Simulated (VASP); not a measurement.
Crystal: CsPbCl3.

```xyz
5
Lattice="5.6798 0.0000 0.0000 0.0000 5.6798 0.0000 0.0000 0.0000 5.6798" Properties=species:S:1:pos:R:3 pbc="T T T"
Cs    0.0000    0.0000    0.0000
Pb    2.8399    2.8399    2.8399
Cl    0.0000    2.8399    2.8399
Cl    2.8399    0.0000    2.8399
Cl    2.8399    2.8399    0.0000
```

```yaml
Program: VASP 6.6.1
Task: relaxation of cell and atoms
Functional: PBEsol
Potentials_or_basis: VASP PAW PBE potentials, release 64 (Cs_sv, Pb_d, Cl)
Cutoff: 600 eV
k_mesh: 4 × 4 × 4
Occupations: gaussian, width 0.02 eV
Spin: no spin polarisation
```

At the start: pressure -0.7 GPa; volume 36.65 Å³/atom.

How do energy, volume and symmetry change on relaxing?

Over 3 steps the energy falls by 2.2 meV/atom and the volume is 35.61 Å³/atom (-2.8 %); space group Pm-3m (No. 221, to 0.05 Å).

The path:
| step | energy change (eV) | largest force (eV/Å) | pressure (GPa) | volume (Å³) |
| --- | --- | --- | --- | --- |
| 1 | 0.0000 | 0.0000 | -0.68 | 183.24 |
| 2 | -0.0107 | 0.0000 | -0.15 | 179.15 |
| 3 | -0.0112 | 0.0000 | 0.00 | 178.06 |

Final structure:
```yaml
crystal:
  lattice:
    - [5.62584, 0.00000, 0.00000]
    - [0.00000, 5.62584, 0.00000]
    - [0.00000, 0.00000, 5.62584]
  atoms:
    - { symbol: Cs, position: [0.00000, 0.00000, 0.00000] }
    - { symbol: Pb, position: [0.50000, 0.50000, 0.50000] }
    - { symbol: Cl, position: [0.00000, 0.50000, 0.50000] }
    - { symbol: Cl, position: [0.50000, 0.00000, 0.50000] }
    - { symbol: Cl, position: [0.50000, 0.50000, 0.00000] }
```

Caveat: the PAW data sets were made with another functional, which shifts forces and pressure a little.
